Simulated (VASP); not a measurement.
# VSi2 (P6_222) in VASP: notebook

VSi2 is run at these levels: PBE, PBEsol, LDA; tasks: single point.

Everything below comes from runs of VASP 6.6.1. Logs are shortened: lines on timing, memory, paths and dates and some standing lists are left out, and cuts for length are marked.

## Step 1: The cell of the first run

Symmetry: P6_222, No. 180, hexagonal system. Conventional cell: a = 4.535 Å, b = 4.535 Å, c = 6.319 Å, α = 90.00°, β = 90.00°, γ = 120.00°. V (site symmetry 222) has 10 Si at 2.49 to 2.65 Å and 4 V at 3.09 Å within 3.3 Å. Within 3.3 Å of Si (site symmetry 2) lie 9 Si at 2.46 to 3.14 Å and 5 V at 2.49 to 2.65 Å.

## Step 2: Single point, PBE, collinear spin, ferromagnetic start

The input, INCAR:

```
SYSTEM = VSi2
PREC = Accurate
ENCUT = 520
EDIFF = 1E-6
ISMEAR = -1
SIGMA = 0.05
LREAL = .FALSE.
LASPH = .TRUE.
NELM = 150
ALGO = Normal
ISIF = 2
LWAVE = .FALSE.
LCHARG = .TRUE.
ISPIN = 2
MAGMOM = 2 2 2 0 0 0 0 0 0
LORBIT = 11
LMAXMIX = 4
GGA = PE
LELF = .TRUE.
LVHAR = .TRUE.
NBANDS = 46
```

The input, KPOINTS:

```
regular mesh
0
G
  7 7 4
  0 0 0
```

The input, POSCAR:

```
VSi2
1.0
    4.5347995798      0.0000000000      0.0000000000
   -2.2673997899      3.9272516372      0.0000000000
    0.0000000000      0.0000000000      6.3189006300
V Si
3 6
Direct
    0.5000000000      0.0000000000      0.5000000000
    0.5000000000      0.5000000000      0.8333333333
    0.0000000000      0.5000000000      0.1666666667
    0.3249864500      0.1624932250      0.1666666667
    0.8375067750      0.1624932250      0.8333333333
    0.1624932250      0.3249864500      0.5000000000
    0.6750135500      0.8375067750      0.1666666667
    0.1624932250      0.8375067750      0.8333333333
    0.8375067750      0.6750135500      0.5000000000
```

Potentials or basis: VASP PAW PBE potentials, release 64 (V_sv, Si).

Launch:

```sh
> cat potpaw_PBE.64/V_sv/POTCAR potpaw_PBE.64/Si/POTCAR > POTCAR
> mpirun -np 1 vasp_std > vasp.out
```

OUTCAR:

```text
SYSTEM = VSi2
   PREC = Accurate
   ENCUT = 520
   EDIFF = 1E-6
   ISMEAR = -1
   LREAL = .FALSE.
   LASPH = .TRUE.
   NELM = 150
   ISIF = 2
   ISPIN = 2
   LORBIT = 11
   GGA = PE

 ion  position               nearest neighbor table
   1  0.500  0.000  0.500-   4 2.49   5 2.49   7 2.49   8 2.49   6 2.60   6 2.60   9 2.60   9 2.60
                             6 2.65   9 2.65
   2  0.500  0.500  0.833-   6 2.49   9 2.49   7 2.49   4 2.49   8 2.60   5 2.60   8 2.60   5 2.60
                             8 2.65   5 2.65
   3  0.000  0.500  0.167-   6 2.49   9 2.49   8 2.49   5 2.49   4 2.60   7 2.60   4 2.60   7 2.60
                             7 2.65   4 2.65
   4  0.325  0.162  0.167-   6 2.46   8 2.46   1 2.49   2 2.49   7 2.55   3 2.60   3 2.60   3 2.65
                             7 2.65   7 2.65   9 3.05   5 3.05   9 3.14   5 3.14
   5  0.838  0.162  0.833-   6 2.46   7 2.46   1 2.49   3 2.49   8 2.55   2 2.60   2 2.60   2 2.65
                             8 2.65   8 2.65   9 3.05   4 3.05   9 3.14   4 3.14
   6  0.162  0.325  0.500-   4 2.46   5 2.46   2 2.49   3 2.49   9 2.55   1 2.60   1 2.60   1 2.65
                             9 2.65   9 2.65   8 3.05   7 3.05   7 3.14   8 3.14
   7  0.675  0.838  0.167-   9 2.46   5 2.46   1 2.49   2 2.49   4 2.55   3 2.60   3 2.60   3 2.65
                             4 2.65   4 2.65   6 3.05   8 3.05   6 3.14   8 3.14
   8  0.162  0.838  0.833-   9 2.46   4 2.46   1 2.49   3 2.49   5 2.55   2 2.60   2 2.60   2 2.65
                             5 2.65   5 2.65   6 3.05   7 3.05   6 3.14   7 3.14
   9  0.838  0.675  0.500-   7 2.46   8 2.46   2 2.49   3 2.49   6 2.55   1 2.60   1 2.60   1 2.65
                             6 2.65   6 2.65   5 3.05   4 3.05   5 3.14   4 3.14

  LATTYP: Found a hexagonal cell.
 ALAT       =     4.5347995798
 C/A-ratio  =     1.3934244543

  Lattice vectors:

 A1 = (   4.5347995798,   0.0000000000,   0.0000000000)
 A2 = (  -2.2673997899,   3.9272516372,   0.0000000000)
 A3 = (   0.0000000000,   0.0000000000,   6.3189006300)

Analysis of symmetry for initial positions (statically):
=====================================================================
 Subroutine PRICEL returns:
 Original cell was already a primitive cell.

 Routine SETGRP: Setting up the symmetry group for a
 hexagonal supercell.

 Subroutine GETGRP returns: Found 12 space group operations
 (whereof  4 operations were pure point group operations)
 out of a pool of 24 trial point group operations.

The static configuration has the point symmetry D_2 .
 The point group associated with its full space group is D_6 .

Analysis of symmetry for dynamics (positions and initial velocities):
=====================================================================
 Subroutine PRICEL returns:
 Original cell was already a primitive cell.

 Routine SETGRP: Setting up the symmetry group for a
 hexagonal supercell.

 Subroutine GETGRP returns: Found 12 space group operations
 (whereof  4 operations were pure point group operations)
 out of a pool of 24 trial point group operations.

The dynamic configuration has the point symmetry D_2 .
 The point group associated with its full space group is D_6 .

Analysis of structural, dynamic, and magnetic symmetry:
=====================================================================
 Subroutine PRICEL returns:
 Original cell was already a primitive cell.

 Routine SETGRP: Setting up the symmetry group for a
 hexagonal supercell.

 Subroutine GETGRP returns: Found 12 space group operations
 (whereof  4 operations were pure point group operations)
 out of a pool of 24 trial point group operations.

The overall configuration has the point symmetry D_2 .
 The point group associated with its full space group is D_6 .

 Subroutine INISYM returns: Found 12 space group operations
 (whereof  4 operations are pure point group operations),
 and found     1 'primitive' translations

----------------------------------------------------------------------------------------

                                     Primitive cell

  volume of cell :     112.5352

  direct lattice vectors                    reciprocal lattice vectors
     4.534799580  0.000000000  0.000000000     0.220516912  0.127315499  0.000000000
    -2.267399790  3.927251637  0.000000000     0.000000000  0.254630997  0.000000000
     0.000000000  0.000000000  6.318900630     0.000000000  0.000000000  0.158255377

  length of vectors
     4.534799580  4.534799580  6.318900630     0.254630997  0.254630997  0.158255377

  position of ions in fractional coordinates (direct lattice)
     0.500000000  0.000000000  0.500000000
     0.500000000  0.500000000  0.833333333
     1.000000000  0.500000000  0.166666667
     0.324986450  0.162493225  0.166666667
     0.837506775  0.162493225  0.833333333
     0.162493225  0.324986450  0.500000000
     0.675013550  0.837506775  0.166666667
     0.162493225  0.837506775  0.833333333
     0.837506775  0.675013550  0.500000000

  ion indices of the primitive-cell ions
   primitive index   ion index
                 1           1
                 2           2
                 3           3
                 4           4
                 5           5
                 6           6
                 7           7
                 8           8
                 9           9
[... 20 lines left out ...]
     0.000000000  0.000000000  0.000000000

 Subroutine IBZKPT returns following result:
 ===========================================

 Found     24 irreducible k-points:

 Following reciprocal coordinates:
            Coordinates               Weight
  0.000000  0.000000  0.000000      1.000000
  0.142857  0.000000  0.000000      6.000000
  0.285714  0.000000  0.000000      6.000000
  0.428571 -0.000000  0.000000      6.000000
  0.142857  0.142857  0.000000      6.000000
  0.285714  0.142857  0.000000     12.000000
[... 16 lines left out ...]
  0.428571  0.142857  0.500000      6.000000
  0.285714  0.285714  0.500000      6.000000
   k-points           NKPTS =     24   k-points in BZ     NKDIM =     24   number of bands    NBANDS=     46
   number of dos      NEDOS =    301   number of ions     NIONS =      9
   total plane-waves  NPLWV =  62208
   dimension x,y,z NGX =    36 NGY =   36 NGZ =   48
   dimension x,y,z NGXF=    72 NGYF=   72 NGZF=   96
   ions per type =               3   6
   NGX,Y,Z   is equivalent  to a cutoff of  13.20, 13.20, 12.63 a.u.
   NGXF,Y,Z  is equivalent  to a cutoff of  26.40, 26.40, 25.26 a.u.
 SYSTEM =  VSi2
   PREC   = accura    normal or accurate (medium, high low for compatibility)
   ISTART =      0    job   : 0-new  1-cont  2-samecut
   ICHARG =      2    charge: 1-file 2-atom 10-const
   ISPIN  =      2    spin polarized calculation?
   LNONCOLLINEAR =      F non collinear calculations
   LSORBIT =      F    spin-orbit coupling
   LASPH  =      T    aspherical Exc in radial PAW
   ENCUT  =  520.0 eV  38.22 Ry    6.18 a.u.   8.43  8.43 11.75*2*pi/ulx,y,z
   NELM   =    150;   NELMIN=  2; NELMDL= -5     # of ELM steps
   EDIFF  = 0.1E-05   stopping-criterion for ELM
   LREAL  =      F    real-space projection
   EDIFFG = 0.1E-04   stopping-criterion for IOM
   NSW    =      0    number of steps for IOM
   IBRION =     -1    ionic relax: 0-MD 1-quasi-New 2-CG
   NFREE  =      0    steps in history (QN), initial steepest desc. (CG)
   ISIF   =      2    stress and relaxation
   ISYM   =      2    0-nonsym 1-usesym 2-fastsym
   POTIM  = 0.5000    time-step for ionic-motion
   TEBEG  =    0.0;   TEEND  =   0.0 temperature during run
   PSTRESS=    0.0 pullay stress
   NELECT =      63.0000    total number of electrons
   NUPDOWN=      -1.0000    fix difference up-down
   EMIN   =  10.00;   EMAX   =-10.00  energy-range for DOS
   EFERMI =   0.00;   METHOD = LEGACY
   ISMEAR =    -1;   SIGMA  =   0.05  broadening in eV -4-tet -1-fermi 0-gaus
   EFERMI_NEDOS =   21; number of points for ismear=-14 and -15
   IALGO  =     38    algorithm
   IMIX   =      4    mixing-type and parameters
     AMIX     =   0.40;   BMIX     =  1.00
     AMIX_MAG =   1.60;   BMIX_MAG =  1.00
  volume/ion in A,a.u.               =      12.50        84.38
  Fermi-wavevector in a.u.,A,eV,Ry     =   1.349249  2.549712 24.769051  1.820474
  Thomas-Fermi vector in A             =   2.476852
   LORBIT       =     11    0 simple, 1 ext, 2 COOP (PROOUT), +10 PAW based schemes
   GGA     = PE    functional components
   LHFCALC =     F    Hartree Fock is set to
   AEXX    =    0.0000 exact exchange contribution
   IVDW    =     0    specifies the selected vdW correction
   LEPSILON=     F    determine dielectric tensor
   LRPA    =     F    only Hartree local field effects (RPA)
 spin polarized calculation
  energy-cutoff  :      520.00
  volume of cell :      112.54
 maximum number of plane-waves:      3077
 NGX is ok and might be reduce to    36
   NGX = 17   NGY = 17   NGZ = 23

 number of electron      63.0000019 magnetization       0.0082511

 Free energy of the ion-electron system (eV)
  ---------------------------------------------------
  ext. energy  EPLUGINS =         0.00000000
  ---------------------------------------------------
  free energy    TOTEN  =       -63.87934632 eV

  energy without entropy =      -63.83462834  energy(sigma->0) =      -63.85698733

 E-fermi :  11.5027     XC(G=0): -12.2833

 val. band max:       11.4806034669   @ k =   0.2857   0.2857   0.2500
 cond. band min:      11.5162544733   @ k =   0.2857   0.2857   0.5000
 fundamental gap:      0.0356510064
 Fermi energy:        11.5027476084

 spin component 1

 k-point     1 :       0.0000    0.0000    0.0000
  band No.  band energies     occupation
      1     -52.4143      1.00000
      2     -52.3976      1.00000
      3     -52.3976      1.00000
      4     -26.3837      1.00000
      5     -26.3837      1.00000
      6     -26.3649      1.00000
[... 1093 lines left out ...]
     42      14.9525      0.00000
     43      14.9909      0.00000
 Fermi energy:        11.5027476084

 spin component 2

 k-point     1 :       0.0000    0.0000    0.0000
  band No.  band energies     occupation
      1     -52.4120      1.00000
      2     -52.3953      1.00000
      3     -52.3953      1.00000
      4     -26.3814      1.00000
      5     -26.3814      1.00000
      6     -26.3626      1.00000
[... 1093 lines left out ...]
     42      14.9537      0.00000
     43      14.9923      0.00000
 [bands above 43 left out]

------------------------ aborting loop because EDIFF is reached ----------------------------------------

  FORCE on cell =-STRESS in cart. coord.  units (eV):
  Direction    XX          YY          ZZ          XY          YZ          ZX
  --------------------------------------------------------------------------------------
  -------------------------------------------------------------------------------------
  Total        2.4585871      2.4585871      3.4470001      0.0000000      0.0000000      0.0000000
  in kB       35.0032069     35.0032069     49.0753629      0.0000000      0.0000000      0.0000000
  external PRESSURE =      39.6939256 kB  Pullay stress =       0.0000000 kB

 VOLUME and BASIS-vectors are now :
 -----------------------------------------------------------------------------
  energy-cutoff  :      520.00
  volume of cell :      112.54
      direct lattice vectors                 reciprocal lattice vectors
     4.534799580  0.000000000  0.000000000     0.220516912  0.127315499  0.000000000
    -2.267399790  3.927251637  0.000000000     0.000000000  0.254630997  0.000000000
     0.000000000  0.000000000  6.318900630     0.000000000  0.000000000  0.158255377

 POSITION                                       TOTAL-FORCE (eV/Angst)
 -----------------------------------------------------------------------------------
      2.26740      0.00000      3.15945         0.000000      0.000000     -0.000000
      1.13370      1.96363      5.26575         0.000000      0.000000      0.000000
     -1.13370      1.96363      1.05315         0.000000      0.000000      0.000000
      1.10531      0.63815      1.05315         0.059398      0.034294     -0.000000
      3.42949      0.63815      5.26575        -0.059398      0.034294     -0.000000
      0.00000      1.27630      3.15945         0.000000      0.068587     -0.000000
      1.16209      3.28910      1.05315        -0.059398     -0.034294     -0.000000
     -1.16209      3.28910      5.26575         0.059398     -0.034294     -0.000000
      2.26740      2.65095      3.15945         0.000000     -0.068587     -0.000000
 -----------------------------------------------------------------------------------
    total drift:                               -0.000000      0.000000      0.000001

  FREE ENERGIE OF THE ION-ELECTRON SYSTEM (eV)
  ---------------------------------------------------
  free  energy   TOTEN  =       -63.8793463194 eV

  energy  without entropy=      -63.8346283420  energy(sigma->0) =      -63.85698733

 total charge

# of ion       s       p       d       tot
------------------------------------------
    1        2.238   6.238   3.257  11.732
    2        2.238   6.238   3.257  11.732
    3        2.238   6.238   3.257  11.732
    4        0.752   0.901   0.000   1.653
    5        0.752   0.901   0.000   1.653
    6        0.752   0.901   0.000   1.653
    7        0.752   0.901   0.000   1.653
    8        0.752   0.901   0.000   1.653
    9        0.752   0.901   0.000   1.653
--------------------------------------------------
tot         11.227  24.120   9.771  45.117

 magnetization (x)

# of ion       s       p       d       tot
------------------------------------------
    1        0.000   0.000   0.002   0.002
    2        0.000   0.000   0.002   0.002
    3        0.000   0.000   0.002   0.002
    4       -0.000  -0.000   0.000  -0.000
    5       -0.000  -0.000   0.000  -0.000
    6       -0.000  -0.000   0.000  -0.000
    7       -0.000  -0.000   0.000  -0.000
    8       -0.000  -0.000   0.000  -0.000
    9       -0.000  -0.000   0.000  -0.000
--------------------------------------------------
tot         -0.000  -0.000   0.005   0.005
```

It took 9.1 min on 1 thread of AMD EPYC 7R43 (Zen 3), shared host; peak memory 0.33 GiB.

Results:

| Quantity | Value |
| --- | --- |
| Free energy | -63.8793 eV |
| Pressure | 4.0 GPa |
| Largest force | 0.069 eV/Å |
| Net moment | 0.01 μB per cell |
| Valence electrons inside the program's atomic spheres | V 11.73; Si 1.65 |

Forces in eV/Å, atoms in the order of the input:
```
V    0.000  0.000  0.000
V    0.000  0.000  0.000
V    0.000  0.000  0.000
Si   0.059  0.034  0.000
Si  -0.059  0.034  0.000
Si   0.000  0.069  0.000
Si  -0.059 -0.034  0.000
Si   0.059 -0.034  0.000
Si   0.000 -0.069  0.000
```

Caveat: the cell stands under pressure; the moments typed at the start vanished in this run.

## Step 3: Single point, PBEsol, collinear spin, ferromagnetic start

The input, INCAR:

```
SYSTEM = VSi2
  PREC = Accurate
  ENCUT = 520
  EDIFF = 1E-6
  ISMEAR = -1
  SIGMA = 0.05
  LREAL = .FALSE.
  LASPH = .TRUE.
  NELM = 150
  ALGO = Normal
  ISIF = 2
  LWAVE = .FALSE.
  LCHARG = .FALSE.
  ISPIN = 2
  MAGMOM = 2 2 2 0 0 0 0 0 0
  LORBIT = 11
  LMAXMIX = 4
  GGA = PS
  NBANDS = 46
```

KPOINTS is that of step 2.

POSCAR is that of step 2.

Potentials or basis: VASP PAW PBE potentials, release 64 (V_sv, Si).

Launch:

```sh
> cat potpaw_PBE.64/V_sv/POTCAR potpaw_PBE.64/Si/POTCAR > POTCAR
> mpirun -np 1 vasp_std > vasp.out
```

It took 6.8 min on 1 thread of Oxide Virtual Turin-like, shared host; peak memory 0.34 GiB.

It converged, with:

| Property | Result |
| --- | --- |
| Free energy | -68.7411 eV |
| Pressure | -0.6 GPa |
| Largest force | 0.099 eV/Å |
| Net moment | 0.00 μB per cell |
| Valence electrons inside the program's atomic spheres | V 11.75; Si 1.65 |

Forces in eV/Å, atoms in the order of the input:
```
V    0.000  0.000  0.000
V    0.000  0.000  0.000
V    0.000  0.000  0.000
Si   0.086  0.049  0.000
Si  -0.086  0.049  0.000
Si   0.000  0.099  0.000
Si  -0.086 -0.049  0.000
Si   0.086 -0.049  0.000
Si   0.000 -0.099  0.000
```

Stress tensor (GPa, compression positive):
```
-1.05  0.00  0.00
 0.00 -1.05  0.00
 0.00  0.00  0.36
```

Levels at points of the mesh, in eV from the Fermi level:
Spin up:
| k point | band 28 | band 29 | band 30 | band 31 | band 32 | band 33 | band 34 | band 35 | band 36 | band 37 |
| --- | --- | --- | --- | --- | --- | --- | --- | --- | --- | --- |
| (0.00, 0.00, 0.00) | -2.14 | -2.14 | -1.83 | -1.83 | -1.71 | 0.38 | 2.16 | 2.50 | 2.50 | 2.54 |
| (0.00, 0.00, 0.50) | -1.97 | -1.89 | -1.89 | -1.61 | 0.57 | 0.57 | 2.16 | 2.53 | 2.58 | 2.62 |
Spin down:
| k point | band 30 | band 31 | band 32 | band 33 | band 34 | band 35 |
| --- | --- | --- | --- | --- | --- | --- |
| (0.00, 0.00, 0.00) | -1.83 | -1.83 | -1.71 | 0.38 | 2.16 | 2.50 |
| (0.00, 0.00, 0.50) | -1.89 | -1.61 | 0.57 | 0.57 | 2.16 | 2.53 |

Caveat: the moments typed at the start vanished in this run; the PAW data sets were made with another functional, which shifts forces and pressure a little.

## Step 4: Single point, LDA, collinear spin, ferromagnetic start

The input, INCAR:

```
PREC = Accurate
ENCUT = 520
EDIFF = 1E-6
ISMEAR = -1
SIGMA = 0.05
LREAL = False
LASPH = True
NELM = 150
ALGO = Normal
ISIF = 2
LWAVE = False
LCHARG = True
ISPIN = 2
MAGMOM = 2 2 2 0 0 0 0 0 0
LORBIT = 11
LMAXMIX = 4
LELF = True
LVHAR = True
NBANDS = 46
```

The input, KPOINTS:

```
Automatic mesh
0
Gamma
  7 7 4
```

POSCAR is that of step 3.

Potentials or basis: VASP PAW LDA potentials, release 64 (V_sv, Si).

Launch:

```sh
> cat potpaw_LDA.64/V_sv/POTCAR potpaw_LDA.64/Si/POTCAR > POTCAR
> mpirun -np 1 vasp_std > vasp.out
```

Run time: 9.1 min. Hardware: 1 thread of Oxide Virtual Turin-like, shared host; peak memory 0.28 GiB.

Results (log left out):

| Quantity | Value |
| --- | --- |
| Free energy | -70.8129 eV |
| Pressure | -4.4 GPa |
| Largest force | 0.102 eV/Å |
| Net moment | 0.00 μB per cell |
| Valence electrons inside the program's atomic spheres | V 11.77; Si 1.67 |

Forces in eV/Å, atoms in the order of the input:
```
V    0.000  0.000  0.000
V    0.000  0.000  0.000
V    0.000  0.000  0.000
Si   0.088  0.051  0.000
Si  -0.088  0.051  0.000
Si   0.000  0.102  0.000
Si  -0.088 -0.051  0.000
Si   0.088 -0.051  0.000
Si   0.000 -0.102  0.000
```

Stress tensor (GPa, compression positive):
```
-4.63  0.00  0.00
 0.00 -4.63  0.00
 0.00  0.00 -3.93
```

Levels at points of the mesh, in eV from the Fermi level:
Spin up:
| k point | band 28 | band 29 | band 30 | band 31 | band 32 | band 33 | band 34 | band 35 | band 36 | band 37 |
| --- | --- | --- | --- | --- | --- | --- | --- | --- | --- | --- |
| (0.00, 0.00, 0.00) | -2.11 | -2.11 | -1.80 | -1.80 | -1.64 | 0.38 | 2.14 | 2.49 | 2.49 | 2.54 |
| (0.00, 0.00, 0.50) | -1.94 | -1.84 | -1.84 | -1.60 | 0.56 | 0.56 | 2.14 | 2.51 | 2.57 | 2.61 |
Spin down:
| k point | band 30 | band 31 | band 32 | band 33 | band 34 | band 35 |
| --- | --- | --- | --- | --- | --- | --- |
| (0.00, 0.00, 0.00) | -1.80 | -1.80 | -1.64 | 0.38 | 2.14 | 2.49 |
| (0.00, 0.00, 0.50) | -1.84 | -1.60 | 0.56 | 0.56 | 2.14 | 2.51 |

Caveat: the cell stands under tension; the moments typed at the start vanished in this run.

## Step 5: Overview

| level | potentials or basis | gap on the mesh (eV) | pressure (GPa) | moment (μB) | largest force (eV/Å) |
| --- | --- | --- | --- | --- | --- |
| PBE | VASP PAW PBE potentials, release 64 (V_sv, Si) | none | 4.0 | 0.01 | 0.07 |
| PBEsol | VASP PAW PBE potentials, release 64 (V_sv, Si) | none | -0.6 | 0.00 | 0.10 |
| LDA | VASP PAW LDA potentials, release 64 (V_sv, Si) | none | -4.4 | 0.00 | 0.10 |

Alike in all rows: task single point; spin collinear, ferromagnetic start; cell as given; k mesh 7 × 7 × 4; cutoff (eV) 520; smearing fermi-dirac 0.05 eV.

Caveats: the moments typed at the start vanished in this run; the cell stands under pressure (at least some runs); the PAW data sets were made with another functional, which shifts forces and pressure a little (at least some runs); the cell stands under tension (at least some runs).

Total energies depend on the potentials used, so only differences within one code and one set of settings carry meaning.

The gap in the log of VASP goes by the Fermi energy; the results here count the filled bands.